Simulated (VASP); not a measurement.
Set up this calculation in VASP 6.6.1, as the native input.

```yaml
Task: single point
Functional: PBEsol
Potentials_or_basis: VASP PAW PBE potentials, release 64 (Ge_d)
Cutoff: 520 eV
k_mesh: 11 × 11 × 6
Occupations: fermi-dirac, width 0.1 eV
Spin: no spin polarisation
Dipole_correction: no
Further_INCAR_settings: ALGO = Normal; EDIFF = 1e-06; NBANDS = 21
```

The structure of Ge lies in POSCAR:

```
Ge
1.0
    1.5003514458     -2.6161342983      0.0000000000
    1.5003514458      2.6161342983      0.0000000000
    0.0000000000      0.0000000000      4.7666686015
Ge
2
Direct
    0.6665533700      0.3334466300      0.2500000000
    0.3334466300      0.6665533700      0.7500000000
```

This isn't the form of Ge at room conditions, which is diamond.

These files were run (other wordings do the same):

INCAR

```
SYSTEM = Ge
ALGO = Normal
EDIFF = 1E-6
ENCUT = 520
GGA = PS
ISIF = 2
ISMEAR = -1
LASPH = .TRUE.
LCHARG = .FALSE.
LREAL = .FALSE.
LWAVE = .FALSE.
NBANDS = 21
NELM = 80
PREC = Accurate
SIGMA = 0.1
```

KPOINTS

```
k-points
0
G
  11 11 6
  0 0 0
```

Potentials or basis: VASP PAW PBE potentials, release 64 (Ge_d).

Launch:

```bash
$ cat potpaw_PBE.64/Ge_d/POTCAR > POTCAR
$ mpirun -np 1 vasp_std > vasp.out
```

Results of the run:

The pressure is -1.2 GPa. The largest force is 0.005 eV/Å. The band gap on the k mesh is zero (bands 14 and 15 overlap by 9.12 eV).

Caveat: the PAW data sets were made with another functional, which shifts forces and pressure a little.

Run time: 64 s on 1 thread of AMD EPYC 7R13 Processor (Zen 3) (shared host), peak memory 0.18 GiB.
